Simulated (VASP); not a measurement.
Here is a VASP 6.6.1 calculation.

File INCAR:

```
PREC = Accurate
ENCUT = 520
EDIFF = 1E-7
ISMEAR = 0
SIGMA = 0.05
LREAL = F
LASPH = T
NELM = 100
ALGO = Normal
ISIF = 2
LWAVE = F
LCHARG = T
LELF = T
LVHAR = T
NBANDS = 26
```

File KPOINTS:

```
Automatic mesh
0
Gamma
  8 6 4
```

Contents of POSCAR:

```
AlN
1.0
   -1.6378403119      2.8368226349      0.0000000000
    0.0000000000      0.0000000000      4.1006264518
    4.9135209358      2.8368226349      0.0000000000
Al N
4 4
Direct
    0.4155063231      0.7500000000      0.1637385933
    1.0000000000      0.7500000000      0.6666666667
    0.0000000000      0.2500000000      0.3333333333
    0.5000000000      0.2500000000      0.8333333333
    0.5000000000      0.2500000000      0.1666666667
    1.0000000000      0.2500000000      0.6666666667
    0.0000000000      0.7500000000      0.3333333333
    0.5000000000      0.7500000000      0.8333333333
```

Potentials or basis: VASP PAW LDA potentials, release 64 (Al, N).

Run with:

```sh
$ cat potpaw_LDA.64/Al/POTCAR potpaw_LDA.64/N/POTCAR > POTCAR
$ mpirun -np 1 vasp_std > vasp.out
```

Q: Predict the largest force.

A: 5.964 eV/Å.

Q: What does it give for the band gap on the k mesh?

A: 3.52 eV.

Q: Predict the pressure.

A: 4.1 GPa.

Stress tensor (GPa, compression positive):
```
12.55 -5.12  0.00
-5.12 -0.82  0.00
 0.00  0.00  0.60
```

Caveat: the cell differs from its parent crystal (atom 1 (Al) moved by +0.124 Å along [1 0 0] and -0.248 Å along [1 2 0]); the cell stands under pressure; forces of over 1 eV/Å act on the atoms, so gaps and moduli don't describe the material at rest. A k mesh can miss the band edges.
